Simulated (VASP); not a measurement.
# ZrC (I4mm) in VASP: further runs

ZrC is run at these levels: PBEsol; tasks: single point.

Program: VASP 6.6.1. These are calculated values, not measurements. Logs are shortened: lines on timing, memory, paths and dates and some standing lists are left out, and cuts for length are marked.

**1. The cell of the first run**

Symmetry: I4mm, No. 107, tetragonal system. The conventional cell has a = 3.324 Å, b = 3.324 Å, c = 4.700 Å, α = 90.00°, β = 90.00°, γ = 90.00°. Within 2.7 Å of Zr (site symmetry 4mm) lie 6 C at 2.05 to 2.65 Å. Within 2.7 Å of C (site symmetry 4mm) lie 6 Zr at 2.05 to 2.65 Å.

**2. Single point, PBEsol**

INCAR

```
SYSTEM = ZrC
PREC = Accurate
ENCUT = 520
EDIFF = 1E-7
ISMEAR = 0
SIGMA = 0.15
LREAL = .False.
LASPH = .True.
NELM = 100
ALGO = Normal
ISIF = 2
LWAVE = .False.
LCHARG = .False.
GGA = PS
NBANDS = 15
```

KPOINTS

```
Automatic mesh
0
Gamma
  18 18 18
  0 0 0
```

POSCAR

```
ZrC
1.0
    0.0000000000      2.3502100000      2.3502100000
    2.3502100000      0.0000000000      2.3502100000
    2.3502100000      2.3502100000      0.0000000000
Zr C
1 1
Direct
    0.5000000000      0.5000000000      0.5000000000
    0.0638240838      0.0638240838     -0.0638240838
```

Potentials or basis: VASP PAW PBE potentials, release 64 (Zr_sv, C).

On the command line:

```sh
$ cat potpaw_PBE.64/Zr_sv/POTCAR potpaw_PBE.64/C/POTCAR > POTCAR
$ mpirun -np 1 vasp_std > vasp.out
```

OUTCAR:

```text
SYSTEM = ZrC
   PREC = Accurate
   ENCUT = 520
   EDIFF = 1E-7
   ISMEAR = 0
   LREAL = .False.
   LASPH = .True.
   NELM = 100
   ISIF = 2
   GGA = PS

 ion  position               nearest neighbor table
   1  0.500  0.500  0.500-   2 2.05   2 2.37   2 2.37   2 2.37   2 2.37   2 2.65
   2  0.064  0.064  0.936-   1 2.05   1 2.37   1 2.37   1 2.37   1 2.37   1 2.65

  LATTYP: Found a face centered cubic cell.
 ALAT       =     4.7004200000

  Lattice vectors:

 A1 = (   0.0000000000,   2.3502100000,   2.3502100000)
 A2 = (   2.3502100000,   0.0000000000,   2.3502100000)
 A3 = (   2.3502100000,   2.3502100000,   0.0000000000)

Analysis of symmetry for initial positions (statically):
=====================================================================
 Subroutine PRICEL returns:
 Original cell was already a primitive cell.

 Routine SETGRP: Setting up the symmetry group for a
 face centered cubic supercell.

 Subroutine GETGRP returns: Found  8 space group operations
 (whereof  8 operations were pure point group operations)
 out of a pool of 48 trial point group operations.

The static configuration has the point symmetry C_4v.

Analysis of symmetry for dynamics (positions and initial velocities):
=====================================================================
 Subroutine PRICEL returns:
 Original cell was already a primitive cell.

 Routine SETGRP: Setting up the symmetry group for a
 face centered cubic supercell.

 Subroutine GETGRP returns: Found  8 space group operations
 (whereof  8 operations were pure point group operations)
 out of a pool of 48 trial point group operations.

The dynamic configuration has the point symmetry C_4v.

 Subroutine INISYM returns: Found  8 space group operations
 (whereof  8 operations are pure point group operations),
 and found     1 'primitive' translations

----------------------------------------------------------------------------------------

                                     Primitive cell

  volume of cell :      25.9627

  direct lattice vectors                    reciprocal lattice vectors
     0.000000000  2.350210000  2.350210000    -0.212746946  0.212746946  0.212746946
     2.350210000  0.000000000  2.350210000     0.212746946 -0.212746946  0.212746946
     2.350210000  2.350210000  0.000000000     0.212746946  0.212746946 -0.212746946

  length of vectors
     3.323698856  3.323698856  3.323698856     0.368488520  0.368488520  0.368488520

  position of ions in fractional coordinates (direct lattice)
[... 85 lines left out ...]
   ISIF   =      2    stress and relaxation
   ISYM   =      2    0-nonsym 1-usesym 2-fastsym
   POTIM  = 0.5000    time-step for ionic-motion
   TEBEG  =    0.0;   TEEND  =   0.0 temperature during run
   PSTRESS=    0.0 pullay stress
   NELECT =      16.0000    total number of electrons
   NUPDOWN=      -1.0000    fix difference up-down
   EMIN   =  10.00;   EMAX   =-10.00  energy-range for DOS
   EFERMI =   0.00;   METHOD = LEGACY
   ISMEAR =     0;   SIGMA  =   0.15  broadening in eV -4-tet -1-fermi 0-gaus
   EFERMI_NEDOS =   21; number of points for ismear=-14 and -15
   IALGO  =     38    algorithm
   IMIX   =      4    mixing-type and parameters
     AMIX     =   0.40;   BMIX     =  1.00
     AMIX_MAG =   1.60;   BMIX_MAG =  1.00
  volume/ion in A,a.u.               =      12.98        87.60
  Fermi-wavevector in a.u.,A,eV,Ry     =   1.393151  2.632673 26.407131  1.940869
  Thomas-Fermi vector in A             =   2.516825
   LORBIT       =      0    0 simple, 1 ext, 2 COOP (PROOUT), +10 PAW based schemes
   GGA     = PS    functional components
   LHFCALC =     F    Hartree Fock is set to
   AEXX    =    0.0000 exact exchange contribution
   IVDW    =     0    specifies the selected vdW correction
   LEPSILON=     F    determine dielectric tensor
   LRPA    =     F    only Hartree local field effects (RPA)
 non-spin polarized calculation
 Gauss-broadening in eV      SIGMA  =   0.15
  energy-cutoff  :      520.00
  volume of cell :       25.96
 maximum number of plane-waves:       725
 NGX is ok and might be reduce to    28
   NGX = 13   NGY = 13   NGZ = 13

 number of electron      16.0000000 magnetization

 Free energy of the ion-electron system (eV)
  ---------------------------------------------------
  ext. energy  EPLUGINS =         0.00000000
  ---------------------------------------------------
  free energy    TOTEN  =       -20.20748641 eV

  energy without entropy =      -20.20502013  energy(sigma->0) =      -20.20625327

 E-fermi :   9.4912     XC(G=0): -12.2437

 val. band max:        9.4908749184   @ k =   0.4444   0.4444   0.0000
 cond. band min:       9.4933483996   @ k =   0.3889   0.3333   0.0556
 fundamental gap:      0.0024734812
 Fermi energy:         9.4911872534

 k-point     1 :       0.0000    0.0000    0.0000
  band No.  band energies     occupation
      1     -38.4615      2.00000
      2     -16.2663      2.00000
      3     -16.2109      2.00000
      4     -16.2109      2.00000
      5      -1.7026      2.00000
      6       8.8434      2.00000
      7       8.8434      2.00000
      8       9.1100      1.99967
      9      10.5613      0.00000
     10      12.3237      0.00000
     11      12.3890      0.00000
     12      12.3890      0.00000
     13      14.2793      0.00000
     14      16.5203      0.00000
[... 401 lines left out ...]
      2     -16.9764      2.00000
      3     -16.3320      2.00000
      4     -16.2937      2.00000
      5       0.5976      2.00000
      6       5.0179      2.00000
      7       6.8076      2.00000
      8       7.2417      2.00000
      9      12.3321      0.00000
     10      13.3349      0.00000
     11      13.7805      0.00000
     12      17.4646      0.00000
     13      18.2306      0.00000
     14      19.3342      0.00000
     15      23.1534      0.00000

 [... further k-points ...]
[... 5 lines left out ...]
  --------------------------------------------------------------------------------------
  -------------------------------------------------------------------------------------
  Total       -0.8091783     -0.8091783      3.3229205      0.0000000     -0.0000000      0.0000000
  in kB      -49.9349711    -49.9349711    205.0597965      0.0000000     -0.0000000      0.0000000
  external PRESSURE =      35.0632848 kB  Pullay stress =       0.0000000 kB

 VOLUME and BASIS-vectors are now :
 -----------------------------------------------------------------------------
  energy-cutoff  :      520.00
  volume of cell :       25.96
      direct lattice vectors                 reciprocal lattice vectors
     0.000000000  2.350210000  2.350210000    -0.212746946  0.212746946  0.212746946
     2.350210000  0.000000000  2.350210000     0.212746946 -0.212746946  0.212746946
     2.350210000  2.350210000  0.000000000     0.212746946  0.212746946 -0.212746946

 POSITION                                       TOTAL-FORCE (eV/Angst)
 -----------------------------------------------------------------------------------
      2.35021      2.35021      2.35021         0.000000      0.000000      2.843549
      2.35021      2.35021      0.30000         0.000000      0.000000     -2.843549
 -----------------------------------------------------------------------------------
    total drift:                               -0.000000     -0.000000     -0.000003

  FREE ENERGIE OF THE ION-ELECTRON SYSTEM (eV)
  ---------------------------------------------------
  free  energy   TOTEN  =       -20.2074864139 eV

  energy  without entropy=      -20.2050201318  energy(sigma->0) =      -20.20625327
```

stdout:

```text
POSCAR found type information on POSCAR ZrC
 POSCAR found :  2 types and       2 ions
 scaLAPACK will be used
 -----------------------------------------------------------------------------
|                                                                             |
|                                                                             |
|     You enforced a specific xc type in the INCAR file but a different       |
|     I HOPE YOU KNOW WHAT YOU ARE DOING!                                     |
|                                                                             |
 -----------------------------------------------------------------------------

 LDA part: xc-table for (Slater+PW92), standard interpolation
 POSCAR, INCAR and KPOINTS ok, starting setup
 FFT: planning ... GRIDC
 FFT: planning ... GRID_SOFT
 FFT: planning ... GRID
 WAVECAR not read
 entering main loop
```

Wall time 1.9 min (1 thread of Intel Xeon Platinum 8559C (Emerald Rapids), shared host); peak memory 0.31 GiB.

What came out:

- Free energy: -20.2075 eV
- Pressure: 3.5 GPa
- Largest force: 2.844 eV/Å
- Band gap on the k mesh: zero (band 8 reaches 9.61 eV, above the bottom of band 9 at 8.89 eV)

Forces on the atoms (eV/Å):
```
Zr   0.000  0.000  2.844
C    0.000  0.000 -2.844
```

Stress tensor (GPa, compression positive):
```
-4.99  0.00  0.00
 0.00 -4.99  0.00
 0.00  0.00 20.51
```

Caveat: the cell differs from its parent crystal (all C atoms moved -0.300 Å, as atom 2 towards its neighbour atom 1 (Zr) at 2.350 Å); the PAW data sets were made with another functional, which shifts forces and pressure a little.

**3. Single point, PBEsol**

INCAR

```
PREC = Accurate
ENCUT = 520
EDIFF = 1E-7
ISMEAR = 0
SIGMA = 0.15
LREAL = False
LASPH = True
NELM = 60
ALGO = Normal
ISIF = 2
LWAVE = False
LCHARG = True
GGA = PS
LELF = True
LVHAR = True
NBANDS = 15
```

KPOINTS

```
regular mesh
0
Gamma
  18 18 18
```

Edit POSCAR of step 2 so:

```diff
@@ -9,2 +9,2 @@
     0.5000000000      0.5000000000      0.5000000000
-    0.0638240838      0.0638240838     -0.0638240838
+   -0.0478680629     -0.0478680629      0.0478680629
```

Potentials or basis: VASP PAW PBE potentials, release 64 (Zr_sv, C).

On the command line:

```sh
$ cat potpaw_PBE.64/Zr_sv/POTCAR potpaw_PBE.64/C/POTCAR > POTCAR
$ mpirun -np 1 vasp_std > vasp.out
```

It took 1.8 min on 1 thread of Intel Xeon Platinum 8559C (Emerald Rapids), shared host; peak memory 0.3 GiB.

It converged, with:

| Quantity | Value |
| --- | --- |
| Free energy | -20.3820 eV |
| Pressure | 0.0 GPa |
| Largest force | 1.848 eV/Å |
| Band gap on the k mesh | zero (band 8 reaches 9.89 eV, above the bottom of band 9 at 9.00 eV) |

Forces on the atoms (eV/Å):
```
Zr   0.000  0.000 -1.848
C    0.000  0.000  1.848
```

Stress tensor (GPa, compression positive):
```
-4.72  0.00  0.00
 0.00 -4.72  0.00
 0.00  0.00  9.34
```

Levels at points of the mesh, in eV from the Fermi level:
```csv
k point,band 5,band 6,band 7,band 8,band 9,band 10,band 11,band 12
"(0.00, 0.00, 0.00)",-11.29,-0.31,-0.31,-0.03,1.00,2.34,2.34,2.76
"(0.50, 0.00, 0.00)",-8.26,-5.33,-2.97,-2.89,4.26,4.49,5.16,6.29
"(0.50, 0.50, 0.00)",-10.07,-1.94,-1.89,0.02,0.02,4.44,5.59,5.59
"(0.00, 0.50, 0.50)",-10.08,-2.57,-2.14,-0.12,0.86,4.73,5.59,5.60
```

Caveat: the cell differs from its parent crystal (all C atoms moved +0.225 Å, as atom 2 towards its neighbour atom 1 (Zr) at 2.350 Å); the PAW data sets were made with another functional, which shifts forces and pressure a little.

**4. Single point, PBEsol**

INCAR

```
SYSTEM = ZrC
  ALGO = Normal
  EDIFF = 1E-7
  ENCUT = 520
  GGA = PS
  ISIF = 2
  ISMEAR = 0
  LASPH = .True.
  LCHARG = .False.
  LREAL = .False.
  LWAVE = .False.
  NBANDS = 15
  NELM = 100
  PREC = Accurate
  SIGMA = 0.15
```

KPOINTS

```
k-points
0
Gamma
  18 18 18
  0 0 0
```

Edit POSCAR of step 3 so:

```diff
@@ -9,2 +9,2 @@
     0.5000000000      0.5000000000      0.5000000000
-   -0.0478680629     -0.0478680629      0.0478680629
+    0.0319120419      0.0319120419     -0.0319120419
```

On the command line:

```sh
$ cat potpaw_PBE.64/Zr_sv/POTCAR potpaw_PBE.64/C/POTCAR > POTCAR
$ mpirun -np 1 vasp_std > vasp.out
```

It took 1.8 min on 1 thread of Intel Xeon Platinum 8559C (Emerald Rapids), shared host; peak memory 0.31 GiB.

The run converged. Its results:

```yaml
Free_energy: -20.4900 eV
Pressure: -2.4 GPa
Largest_force: 1.074 eV/Å
Band_gap_on_the_k_mesh: zero (band 8 reaches 10.09 eV, above the bottom of band 9 at 9.07 eV)
```

Forces in eV/Å, atoms in the order of the input:
```
Zr   0.000  0.000  1.074
C    0.000  0.000 -1.074
```

Stress tensor (GPa, compression positive):
```
-4.44  0.00  0.00
 0.00 -4.44  0.00
 0.00  0.00  1.63
```

Levels at points of the mesh, in eV from the Fermi level:
```
           k point  band 4  band 5  band 6  band 7  band 8  band 9  band 10  band 11  band 12  band 13
(0.00, 0.00, 0.00)  -25.79  -11.33    0.09    0.09    0.37    0.99     1.85     1.85     2.74     3.42
(0.50, 0.00, 0.00)  -25.87   -8.24   -5.37   -3.00   -2.96    4.35     4.45     5.22     6.33     9.73
(0.50, 0.50, 0.00)  -26.08  -10.13   -2.05   -1.90    0.00    0.00     4.41     5.59     5.59     7.53
(0.00, 0.50, 0.50)  -26.08  -10.13   -2.25   -2.14   -0.06    0.43     4.54     5.59     5.60     7.92
```

Caveat: the cell differs from its parent crystal (all C atoms moved -0.150 Å, as atom 2 towards its neighbour atom 1 (Zr) at 2.350 Å); the PAW data sets were made with another functional, which shifts forces and pressure a little.

**5. Single point, PBEsol**

INCAR

```
PREC = Accurate
ENCUT = 520
EDIFF = 1E-6
ISMEAR = 0
SIGMA = 0.15
LREAL = False
LASPH = True
NELM = 60
ALGO = Normal
ISIF = 2
LWAVE = False
LCHARG = True
GGA = PS
LELF = True
LVHAR = True
NBANDS = 15
```

KPOINTS

```
regular mesh
0
Gamma
  18 18 18
```

Edit POSCAR of step 4 so:

```diff
@@ -9,2 +9,2 @@
     0.5000000000      0.5000000000      0.5000000000
-    0.0319120419      0.0319120419     -0.0319120419
+   -0.0558460733     -0.0558460733      0.0558460733
```

On the command line:

```sh
$ cat potpaw_PBE.64/Zr_sv/POTCAR potpaw_PBE.64/C/POTCAR > POTCAR
$ mpirun -np 1 vasp_std > vasp.out
```

It took 1.8 min on 1 thread of Intel Xeon Platinum 8559C (Emerald Rapids), shared host; peak memory 0.31 GiB.

Results (log left out):

```
Free energy            : -20.3040 eV
Pressure               : 1.6 GPa
Largest force          : 2.317 eV/Å
Band gap on the k mesh : zero (band 8 reaches 9.76 eV, above the bottom of band 9 at 8.95 eV)
```

Forces in eV/Å, atoms in the order of the input:
```
Zr   0.000  0.000 -2.317
C    0.000  0.000  2.317
```

Stress tensor (GPa, compression positive):
```
-4.86  0.00  0.00
 0.00 -4.86  0.00
 0.00  0.00 14.49
```

Levels at points of the mesh, in eV from the Fermi level:
| k point | band 6 | band 7 | band 8 | band 9 | band 10 | band 11 |
| --- | --- | --- | --- | --- | --- | --- |
| (0.00, 0.00, 0.00) | -0.48 | -0.48 | -0.21 | 1.03 | 2.62 | 2.62 |
| (0.50, 0.00, 0.00) | -5.28 | -2.93 | -2.82 | 4.22 | 4.54 | 5.15 |
| (0.50, 0.50, 0.00) | -1.87 | -1.85 | 0.04 | 0.04 | 4.48 | 5.61 |
| (0.00, 0.50, 0.50) | -2.73 | -2.11 | -0.13 | 1.12 | 4.86 | 5.61 |

Caveat: the cell differs from its parent crystal (all C atoms moved +0.263 Å, as atom 2 towards its neighbour atom 1 (Zr) at 2.350 Å); the PAW data sets were made with another functional, which shifts forces and pressure a little.

**6. Single point, PBEsol**

INCAR

```
SYSTEM = ZrC
PREC = Accurate
ENCUT = 520
EDIFF = 1E-6
ISMEAR = 0
SIGMA = 0.15
LREAL = .FALSE.
LASPH = .TRUE.
NELM = 80
ALGO = Normal
ISIF = 2
LWAVE = .FALSE.
LCHARG = .FALSE.
GGA = PS
NBANDS = 15
```

KPOINTS

```
regular mesh
0
G
  18 18 18
  0 0 0
```

Edit POSCAR of step 5 so:

```diff
@@ -9,2 +9,2 @@
     0.5000000000      0.5000000000      0.5000000000
-   -0.0558460733     -0.0558460733      0.0558460733
+   -0.0398900524     -0.0398900524      0.0398900524
```

Potentials or basis: VASP PAW PBE potentials, release 64 (Zr_sv, C).

On the command line:

```sh
$ cat potpaw_PBE.64/Zr_sv/POTCAR potpaw_PBE.64/C/POTCAR > POTCAR
$ mpirun -np 1 vasp_std > vasp.out
```

Wall time 1.8 min (1 thread of Intel Xeon Platinum 8559C (Emerald Rapids), shared host); peak memory 0.31 GiB.

It converged, with:

| Property | Result |
| --- | --- |
| Free energy | -20.4433 eV |
| Pressure | -1.4 GPa |
| Largest force | 1.431 eV/Å |
| Band gap on the k mesh | zero (band 8 reaches 9.98 eV, above the bottom of band 9 at 9.04 eV) |

Forces on the atoms (eV/Å):
```
Zr   0.000  0.000 -1.431
C    0.000  0.000  1.431
```

Stress tensor (GPa, compression positive):
```
-4.57  0.00  0.00
 0.00 -4.57  0.00
 0.00  0.00  5.06
```

Levels at points of the mesh, in eV from the Fermi level:
```
           k point  band 6  band 7  band 8  band 9  band 10  band 11
(0.00, 0.00, 0.00)   -0.12   -0.12    0.16    0.99     2.09     2.09
(0.50, 0.00, 0.00)   -5.36   -2.99   -2.93    4.30     4.46     5.19
(0.50, 0.50, 0.00)   -2.01   -1.90    0.00    0.00     4.41     5.59
(0.00, 0.50, 0.50)   -2.41   -2.14   -0.09    0.63     4.62     5.59
```

Caveat: the cell differs from its parent crystal (all C atoms moved +0.188 Å, as atom 2 towards its neighbour atom 1 (Zr) at 2.350 Å); the PAW data sets were made with another functional, which shifts forces and pressure a little.
